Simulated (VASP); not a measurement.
# KAg in VASP: notebook

Runs on KAg. Level: PBE. Tasks: single point, relaxation of cell and atoms.

Program: VASP 6.6.1. These are calculated values, not measurements. Logs are shortened: lines on timing, memory, paths and dates and some standing lists are left out, and cuts for length are marked.

### Step 1. The cell of the first run

The typed cell holds 4 atoms: a = 4.150 Å, b = 4.142 Å, c = 8.167 Å, α = 90.03°, β = 89.95°, γ = 89.99°.

### Step 2. Single point, PBE

File INCAR:

```
PREC = Accurate
ENCUT = 520
EDIFF = 1E-6
ISMEAR = 0
SIGMA = 0.2
LREAL = F
LASPH = T
NELM = 80
ALGO = Fast
ISIF = 2
LWAVE = F
LCHARG = F
GGA = PE
NBANDS = 28
```

File KPOINTS:

```
regular mesh
0
Gamma
  6 6 4
```

File POSCAR:

```
KAg
1.0
    4.1502699312      0.0003636167      0.0016945148
    0.0003772952      4.1417771592     -0.0010823206
    0.0043006240     -0.0024615301      8.1671415026
K Ag
2 2
Direct
    0.5001145235      0.4998211962      0.2498716965
    0.4994162615      0.5006053154      0.7499444686
    0.0007028391     -0.0000167631      0.0019946223
   -0.0002336241     -0.0004097486      0.4981892126
```

Potentials or basis: VASP PAW PBE potentials, release 64 (K_sv, Ag).

The run is started by

```sh
> cat potpaw_PBE.64/K_sv/POTCAR potpaw_PBE.64/Ag/POTCAR > POTCAR
> mpirun -np 1 vasp_std > vasp.out
```

OUTCAR:

```text
PREC = Accurate
   ENCUT = 520
   EDIFF = 1E-6
   ISMEAR = 0
   LREAL = F
   LASPH = T
   NELM = 80
   ISIF = 2
   GGA = PE

 ion  position               nearest neighbor table
   1  0.500  0.500  0.250-   3 3.56   3 3.56   4 3.56   3 3.56   4 3.56   3 3.56   4 3.57   4 3.57

   2  0.499  0.501  0.750-   3 3.58   4 3.58   4 3.58   3 3.58   4 3.58   4 3.58   3 3.58   3 3.59

   3  0.001  1.000  0.002-   1 3.56   1 3.56   1 3.56   1 3.56   2 3.58   2 3.58   2 3.58   2 3.59

   4  1.000  1.000  0.498-   1 3.56   1 3.56   1 3.57   1 3.57   2 3.58   2 3.58   2 3.58   2 3.58

  LATTYP: Found a triclinic cell.
 ALAT       =     9.1577068084
 B/A-ratio  =     0.4531997344
 C/A-ratio  =     0.4522723215
 COS(alpha) =     0.0001786011
 COS(beta)  =     0.0005827443
 COS(gamma) =     0.4523660134

  Lattice vectors:

 A1 = (  -4.1459693072,  -0.0028251468,   8.1654469878)
 A2 = (  -4.1502699312,  -0.0003636167,  -0.0016945148)
 A3 = (  -0.0003772952,  -4.1417771592,   0.0010823206)

Analysis of symmetry for initial positions (statically):
=====================================================================
 Subroutine PRICEL returns:
 Original cell was already a primitive cell.

 Routine SETGRP: Setting up the symmetry group for a
 triclinic supercell.

 Subroutine GETGRP returns: Found  1 space group operations
 (whereof  1 operations were pure point group operations)
 out of a pool of  2 trial point group operations.

The static configuration has the point symmetry C_1 .

Analysis of symmetry for dynamics (positions and initial velocities):
=====================================================================
 Subroutine PRICEL returns:
 Original cell was already a primitive cell.

 Routine SETGRP: Setting up the symmetry group for a
 triclinic supercell.

 Subroutine GETGRP returns: Found  1 space group operations
 (whereof  1 operations were pure point group operations)
 out of a pool of  2 trial point group operations.

The dynamic configuration has the point symmetry C_1 .

 Subroutine INISYM returns: Found  1 space group operations
 (whereof  1 operations are pure point group operations),
 and found     1 'primitive' translations

----------------------------------------------------------------------------------------
[... 94 lines left out ...]
   LASPH  =      T    aspherical Exc in radial PAW
   ENCUT  =  520.0 eV  38.22 Ry    6.18 a.u.   7.72  7.70 15.19*2*pi/ulx,y,z
   NELM   =     80;   NELMIN=  2; NELMDL= -5     # of ELM steps
   EDIFF  = 0.1E-05   stopping-criterion for ELM
   LREAL  =      F    real-space projection
   EDIFFG = 0.1E-04   stopping-criterion for IOM
   NSW    =      0    number of steps for IOM
   IBRION =     -1    ionic relax: 0-MD 1-quasi-New 2-CG
   NFREE  =      0    steps in history (QN), initial steepest desc. (CG)
   ISIF   =      2    stress and relaxation
   ISYM   =      2    0-nonsym 1-usesym 2-fastsym
   POTIM  = 0.5000    time-step for ionic-motion
   TEBEG  =    0.0;   TEEND  =   0.0 temperature during run
   PSTRESS=    0.0 pullay stress
   NELECT =      40.0000    total number of electrons
   NUPDOWN=      -1.0000    fix difference up-down
   EMIN   =  10.00;   EMAX   =-10.00  energy-range for DOS
   EFERMI =   0.00;   METHOD = LEGACY
   ISMEAR =     0;   SIGMA  =   0.20  broadening in eV -4-tet -1-fermi 0-gaus
   EFERMI_NEDOS =   21; number of points for ismear=-14 and -15
   IALGO  =     68    algorithm
   IMIX   =      4    mixing-type and parameters
     AMIX     =   0.40;   BMIX     =  1.00
     AMIX_MAG =   1.60;   BMIX_MAG =  1.00
  volume/ion in A,a.u.               =      35.10       236.85
  Fermi-wavevector in a.u.,A,eV,Ry     =   1.077252  2.035710 15.789167  1.160471
  Thomas-Fermi vector in A             =   2.213158
   LORBIT       =      0    0 simple, 1 ext, 2 COOP (PROOUT), +10 PAW based schemes
   GGA     = PE    functional components
   LHFCALC =     F    Hartree Fock is set to
   AEXX    =    0.0000 exact exchange contribution
   IVDW    =     0    specifies the selected vdW correction
   LEPSILON=     F    determine dielectric tensor
   LRPA    =     F    only Hartree local field effects (RPA)
 non-spin polarized calculation
 RMM-DIIS sequential band-by-band and
 Gauss-broadening in eV      SIGMA  =   0.20
  energy-cutoff  :      520.00
  volume of cell :      140.39
 maximum number of plane-waves:      3804
   NGX = 15   NGY = 15   NGZ = 31

 number of electron      40.0000010 magnetization

 Free energy of the ion-electron system (eV)
  ---------------------------------------------------
  ext. energy  EPLUGINS =         0.00000000
  ---------------------------------------------------
  free energy    TOTEN  =        -7.19365251 eV

  energy without entropy =       -7.17614761  energy(sigma->0) =       -7.18490006

 E-fermi :   1.7033     XC(G=0):  -7.9782

 val. band max:        1.6060970417   @ k =   0.3333   0.5000   0.2500
 cond. band min:       1.7371360786   @ k =   0.5000   0.1667   0.0000
 fundamental gap:      0.1310390368
 Fermi energy:         1.7032978705

 k-point     1 :       0.0000    0.0000    0.0000
  band No.  band energies     occupation
      1     -29.2323      2.00000
      2     -29.2050      2.00000
      3     -12.8263      2.00000
      4     -12.6775      2.00000
      5     -12.6772      2.00000
      6     -12.6660      2.00000
[... 733 lines left out ...]
     27       6.5531      0.00000
     28       7.7250      0.00000

 [... further k-points ...]

------------------------ aborting loop because EDIFF is reached ----------------------------------------

  FORCE on cell =-STRESS in cart. coord.  units (eV):
  Direction    XX          YY          ZZ          XY          YZ          ZX
  --------------------------------------------------------------------------------------
  -------------------------------------------------------------------------------------
  Total        0.0012702      0.0189809      0.0401485     -0.0013382      0.0042235     -0.0065314
  in kB        0.0144961      0.2166181      0.4581916     -0.0152723      0.0482008     -0.0745390
  external PRESSURE =       0.2297686 kB  Pullay stress =       0.0000000 kB

 VOLUME and BASIS-vectors are now :
 -----------------------------------------------------------------------------
  energy-cutoff  :      520.00
  volume of cell :      140.39
      direct lattice vectors                 reciprocal lattice vectors
     4.150269931  0.000363617  0.001694515     0.240948237 -0.000021982 -0.000126884
     0.000377295  4.141777159 -0.001082321    -0.000021183  0.241442272  0.000072780
     0.004300624 -0.002461530  8.167141503    -0.000049995  0.000032001  0.122441896

 POSITION                                       TOTAL-FORCE (eV/Angst)
 -----------------------------------------------------------------------------------
      2.07687      2.06971      2.04104         0.000568     -0.000225      0.002004
      2.07613      2.07173      6.12521         0.002916     -0.002898      0.000670
      0.00330      4.14170      0.01521        -0.003563      0.000751     -0.007949
      4.15182      4.13922      4.06939         0.000079      0.002372      0.005274
 -----------------------------------------------------------------------------------
    total drift:                               -0.000054      0.000046      0.000017

  FREE ENERGIE OF THE ION-ELECTRON SYSTEM (eV)
  ---------------------------------------------------
  free  energy   TOTEN  =        -7.1936525106 eV

  energy  without entropy=       -7.1761476083  energy(sigma->0) =       -7.18490006
```

OSZICAR:

```text
N       E                     dE             d eps       ncg     rms          rms(c)
DAV:   1     0.267488848174E+03    0.26749E+03   -0.18455E+04  4264   0.126E+03
DAV:   2     0.785507639153E+01   -0.25963E+03   -0.25040E+03  4548   0.332E+02
DAV:   3    -0.672841488361E+01   -0.14583E+02   -0.14501E+02  6420   0.651E+01
DAV:   4    -0.729545233864E+01   -0.56704E+00   -0.56343E+00  6064   0.102E+01
DAV:   5    -0.731738404073E+01   -0.21932E-01   -0.21928E-01  5716   0.131E+00    0.578E+00
RMM:   6    -0.720357308156E+01    0.11381E+00   -0.48296E-01  4359   0.360E+00    0.315E+00
RMM:   7    -0.719398008579E+01    0.95930E-02   -0.38355E-02  5176   0.103E+00    0.137E+00
RMM:   8    -0.719284209947E+01    0.11380E-02   -0.14174E-02  5557   0.584E-01    0.108E-01
RMM:   9    -0.719344588458E+01   -0.60379E-03   -0.41792E-03  5960   0.252E-01    0.917E-02
RMM:  10    -0.719358436733E+01   -0.13848E-03   -0.93680E-04  6599   0.998E-02    0.415E-02
RMM:  11    -0.719363075471E+01   -0.46387E-04   -0.27413E-04  6969   0.507E-02    0.696E-03
RMM:  12    -0.719364327919E+01   -0.12524E-04   -0.11527E-04  7163   0.306E-02    0.626E-03
RMM:  13    -0.719364815176E+01   -0.48726E-05   -0.40191E-05  5821   0.168E-02    0.683E-03
RMM:  14    -0.719365090128E+01   -0.27495E-05   -0.20399E-05  5674   0.127E-02    0.129E-02
RMM:  15    -0.719365180316E+01   -0.90188E-06   -0.10045E-05  6324   0.140E-02    0.474E-03
RMM:  16    -0.719365251057E+01   -0.70741E-06   -0.54876E-06  4433   0.785E-03
   1 F= -.71936525E+01 E0= -.71849001E+01  d E =-.175049E-01
```

stdout:

```text
POSCAR found type information on POSCAR K Ag
 POSCAR found :  2 types and       4 ions
 scaLAPACK will be used
 LDA part: xc-table for (Slater+PW92), standard interpolation
 POSCAR, INCAR and KPOINTS ok, starting setup
 FFT: planning ... GRIDC
 FFT: planning ... GRID_SOFT
 FFT: planning ... GRID
 WAVECAR not read
 entering main loop
WARNING in EDDRMM: call to ZHEGV failed, returncode =   8  4      9
WARNING in EDDRMM: call to ZHEGV failed, returncode =   6  3     14
WARNING in EDDRMM: call to ZHEGV failed, returncode =   6  3     15
WARNING in EDDRMM: call to ZHEGV failed, returncode =   8  4      9
WARNING in EDDRMM: call to ZHEGV failed, returncode =   8  4      9
WARNING in EDDRMM: call to ZHEGV failed, returncode =   6  3     19
```

Run time: 8.5 min. Hardware: 1 thread of Intel Xeon 8259CL, shared host; peak memory 0.42 GiB.

Results:

```yaml
Free_energy: -7.1937 eV
Pressure: 0.0 GPa
Largest_force: 0.009 eV/Å
Band_gap_on_the_k_mesh: zero (bands 20 and 21 overlap by 1.78 eV)
```

Forces on the atoms (eV/Å):
```
K    0.001  0.000  0.002
K    0.003 -0.003  0.001
Ag  -0.004  0.001 -0.008
Ag   0.000  0.002  0.005
```

### Step 3. Single point, PBE

This run uses another cell than the first one: it holds 2 atoms, not 4.

File INCAR:

```
PREC     = Accurate       # precision mode
ENCUT    = 520            # plane-wave cutoff, eV
EDIFF    = 1E-6           # SCF threshold, eV
ISMEAR   = 0              # smearing method
SIGMA    = 0.1            # smearing width, eV
LREAL    = F              # projectors in reciprocal space
LASPH    = T              # aspherical terms in the spheres
NELM     = 100            # most SCF steps
ALGO     = Fast           # electronic algorithm
ISIF     = 2              # what is computed and relaxed
LWAVE    = F              # write WAVECAR
LCHARG   = T              # write CHGCAR
GGA      = PE             # functional
LELF     = T              # ELF
LVHAR    = T            
NBANDS   = 17             # bands
```

File KPOINTS:

```
Automatic mesh
0
Gamma
  14 14 14
```

File POSCAR:

```
KAg
1.0
    4.1310171693      0.0000000000      0.0000000000
    0.0000000000      4.1310171693      0.0000000000
    0.0000000000      0.0000000000      4.1201218981
K Ag
1 1
Direct
    0.5000000000      0.5000000000      0.5000000000
    0.0000000000      0.0000000000      0.0000000000
```

Potentials or basis: VASP PAW PBE potentials, release 64 (K_sv, Ag).

The run is started by

```sh
> cat potpaw_PBE.64/K_sv/POTCAR potpaw_PBE.64/Ag/POTCAR > POTCAR
> mpirun -np 1 vasp_std > vasp.out
```

It took 6.4 min on 1 thread of Intel Xeon 8259CL, shared host; peak memory 0.46 GiB.

It converged, with:

| Property | Result |
| --- | --- |
| Free energy | -3.5941 eV |
| Pressure | 0.0 GPa |
| Band gap on the k mesh | zero (bands 10 and 11 overlap by 1.76 eV) |

Levels at points of the mesh, in eV from the Fermi level:
| k point | band 7 | band 8 | band 9 | band 10 | band 11 | band 12 | band 13 | band 14 |
| --- | --- | --- | --- | --- | --- | --- | --- | --- |
| (0.00, 0.00, 0.00) | -3.71 | -3.71 | -3.71 | -3.63 | 4.12 | 4.13 | 5.48 | 5.48 |
| (0.50, 0.00, 0.00) | -3.78 | -3.78 | -3.69 | -1.57 | -0.38 | 4.44 | 4.63 | 4.67 |
| (0.50, 0.50, 0.00) | -3.81 | -3.81 | -3.57 | -0.69 | 1.51 | 1.51 | 3.55 | 6.43 |
| (0.00, 0.00, 0.50) | -3.78 | -3.78 | -3.69 | -1.55 | -0.37 | 4.44 | 4.64 | 4.64 |
| (0.50, 0.00, 0.50) | -3.81 | -3.81 | -3.56 | -0.68 | 1.52 | 1.52 | 3.56 | 6.41 |
| (0.50, 0.50, 0.50) | -3.89 | -3.56 | -3.56 | 1.38 | 1.52 | 1.52 | 1.53 | 5.95 |

### Step 4. Relaxation of cell and atoms, PBE

This run uses another cell than the first one: it holds 2 atoms, not 4.

File INCAR:

```
SYSTEM = KAg
ALGO     = Fast           ! electronic algorithm
EDIFF    = 1E-6           ! SCF threshold, eV
EDIFFG   = -0.01          ! ionic threshold
ENCUT    = 600            ! plane-wave cutoff, eV
GGA      = PE             ! functional
IBRION   = 2              ! ionic algorithm
ISIF     = 3              ! what is computed and relaxed
ISMEAR   = 0              ! smearing method
LASPH    = .TRUE.         ! aspherical terms in the spheres
LCHARG   = .FALSE.        ! write CHGCAR
LREAL    = .FALSE.        ! projectors in reciprocal space
LWAVE    = .FALSE.        ! write WAVECAR
NELM     = 60             ! most SCF steps
NSW      = 100            ! ionic steps
PREC     = Accurate       ! precision mode
SIGMA    = 0.1            ! smearing width, eV
```

File KPOINTS:

```
k-points
0
G
  14 14 14
  0 0 0
```

POSCAR is that of step 3.

The run is started by

```sh
> cat potpaw_PBE.64/K_sv/POTCAR potpaw_PBE.64/Ag/POTCAR > POTCAR
> mpirun -np 1 vasp_std > vasp.out
```

It took 6.9 min on 1 thread of Intel Xeon 8259CL, shared host; peak memory 0.51 GiB.

The run converged. Its results:

```yaml
Free_energy: -3.5941 eV
Pressure_after_relaxing: 0.0 GPa
Band_gap_on_the_k_mesh: zero (bands 10 and 11 overlap by 1.76 eV)
```

Final structure:
```
K Ag
1.0
     4.13102    0.00000    0.00000
     0.00000    4.13102    0.00000
     0.00000    0.00000    4.12012
K Ag
1 1
Direct
  0.50000 0.50000 0.50000
  0.00000 0.00000 0.00000
```

Levels at points of the mesh, in eV from the Fermi level:
```
           k point  band 7  band 8  band 9  band 10  band 11  band 12  band 13  band 14
(0.00, 0.00, 0.00)   -3.71   -3.71   -3.71    -3.63     4.12     4.13     5.48     5.48
(0.50, 0.00, 0.00)   -3.78   -3.78   -3.69    -1.57    -0.38     4.44     4.63     4.67
(0.50, 0.50, 0.00)   -3.81   -3.81   -3.57    -0.69     1.51     1.51     3.55     6.43
(0.00, 0.00, 0.50)   -3.78   -3.78   -3.69    -1.55    -0.37     4.44     4.64     4.64
(0.50, 0.00, 0.50)   -3.81   -3.81   -3.56    -0.68     1.52     1.52     3.56     6.41
(0.50, 0.50, 0.50)   -3.89   -3.56   -3.56     1.38     1.52     1.52     1.53     5.95
```

### Step 5. Summary

```csv
task,cell,k mesh,cutoff (eV),smearing,gap on the mesh (eV),pressure (GPa)
single point,"a = 4.150, b = 4.142, c = 8.167 Å, angles 90.0, 89.9, 90.0°, 4 atoms, atomic positions A",6 × 6 × 4,520,gaussian 0.2 eV,none,0.0
single point,"a = 4.131, b = 4.131, c = 4.120 Å, 2 atoms, atomic positions B",14 × 14 × 14,520,gaussian 0.1 eV,none,0.0
relaxation of cell and atoms,"relaxed from a = 4.131, b = 4.131, c = 4.120 Å, 2 atoms, atomic positions B",14 × 14 × 14,600,gaussian 0.1 eV,none,0.0
```

Alike in all rows: level PBE; potentials or basis VASP PAW PBE potentials, release 64 (K_sv, Ag); no spin polarisation.

Absolute energies hang on the potentials; compare differences alone.

The gap in the log of VASP goes by the Fermi energy; the results here count the filled bands.